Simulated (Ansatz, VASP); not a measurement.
# SrO in VASP and in Ansatz

Contents of INCAR:

```
PREC = Accurate
ENCUT = 600
EDIFF = 1E-6
ISMEAR = 0
SIGMA = 0.02
LREAL = False
LASPH = True
NELM = 120
ALGO = Normal
ISIF = 2
LWAVE = False
LCHARG = False
GGA = PE
NBANDS = 15
GGA_COMPAT = False
```

File KPOINTS:

```
Automatic mesh
0
Gamma
  8 8 8
```

The input POSCAR:

```
SrO
1.0
    0.0000000000      2.8492000000      2.8492000000
    2.8492000000      0.0000000000      2.8492000000
    2.8492000000      2.8492000000      0.0000000000
Sr O
1 1
Direct
    0.0000000000      0.0000000000      0.0000000000
    0.2500000000      0.2500000000      0.2500000000
```

Input for Ansatz:

```yaml
crystal:
  lattice:
    - [0.0, 2.8492, 2.8492]
    - [2.8492, 0.0, 2.8492]
    - [2.8492, 2.8492, 0.0]
  atoms:
    - { symbol: Sr, position: [0.0, 0.0, 0.0] }
    - { symbol: O, position: [0.25, 0.25, 0.25] }
basis:
  ecutwfc: 420
kpoints:
  mp_grid: { grid: [8, 8, 8] }
hamiltonian:
  xc: pbe
scf:
  occupations: { method: gaussian, width: 0.02 }
output:
  forces: true
  stress: true
  eigenvalues: true
```

Alike in both runs: task single point; functional PBE; k mesh 8 × 8 × 8; occupations gaussian, width 0.02 eV; no spin polarisation.

```csv
,VASP,Ansatz
version,VASP 6.6.1,Ansatz 0.2.0
potentials or method,"VASP PAW PBE potentials, release 64 (Sr_sv, O), cutoff 600 eV","scalar-relativistic, plane waves, PAW"
valence electrons in the cell,16,16
```

```tsv
	VASP	Ansatz	Ansatz less VASP
gap on the k mesh at the Fermi level (eV)	2.37	2.36	-0.005
least direct gap on the mesh (eV)	3.09	3.09	-0.007
pressure (GPa)	-2.2	-2.5	-0.29
```
